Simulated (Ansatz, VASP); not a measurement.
One calculation of C, two programs

INCAR

```
SYSTEM = C
PREC = Accurate ; ENCUT = 520
EDIFF = 1E-6 ; ISMEAR = 0
SIGMA = 0.05 ; LREAL = .False.
LASPH = .True. ; NELM = 80
ALGO = Normal ; ISIF = 2
LWAVE = .False. ; LCHARG = .False.
GGA = PE ; IVDW = 12
NBANDS = 11
```

KPOINTS

```
Automatic mesh
0
Gamma
  15 15 15
  0 0 0
```

File POSCAR:

```
C
1.0
    1.2324809262      0.7115731945      3.3609366220
   -1.2324809262      0.7115731945      3.3609366220
    0.0000000000     -1.4231463891      3.3609366220
C
2
Direct
    0.1759728372      0.1759728372      0.1548927851
    0.8240271628      0.8240271628      0.8451072149
```

Input for Ansatz:

```yaml
crystal:
  lattice:
    - [1.2324809262, 0.7115731945, 3.360936622]
    - [-1.2324809262, 0.7115731945, 3.360936622]
    - [0.0, -1.4231463891, 3.360936622]
  atoms:
    - { symbol: C, position: [0.1759728372, 0.1759728372, 0.1548927851] }
    - { symbol: C, position: [0.8240271628, 0.8240271628, 0.8451072149] }
basis:
  ecutwfc: 520.0
kpoints:
  mp_grid: { grid: [15, 15, 15] }
hamiltonian:
  xc: pbe
  pseudopotentials: { kind: paw, azcp: { folder: soft_1 } }
  dispersion: d3bj
scf:
  occupations: { method: gaussian, width: 0.05 }
output:
  forces: true
  stress: true
  eigenvalues: true
```

Change from the starting cell: mode 4 frozen in at +0.024 Å and mode 6 at +0.030 Å (largest displacements).

Alike in both runs: task single point; functional PBE; dispersion D3(BJ); k mesh 15 × 15 × 15; occupations gaussian, width 0.05 eV; no spin polarisation.

```csv
,VASP,Ansatz
version,VASP 6.6.1,Ansatz 0.2.0
potentials or method,"VASP PAW PBE potentials, release 64 (C), cutoff 520 eV","scalar-relativistic, plane waves, PAW"
valence electrons in the cell,8,8
```

|  | VASP | Ansatz | Ansatz less VASP |
| --- | --- | --- | --- |
| gap on the k mesh at the Fermi level (eV) | 0.16 | 0.16 | +0.001 |
| least direct gap on the mesh (eV) | 0.16 | 0.16 | +0.001 |
| pressure (GPa) | 1.9 | 1.4 | -0.42 |
| traceless stress, the component that is largest in VASP (GPa) | 6.68 | 6.32 | -0.364 |
| rms of the force components (eV/Å) | 1.766 | 1.764 | -0.0024 |

Atom by atom the forces differ by 0.003 eV/Å (rms over components).
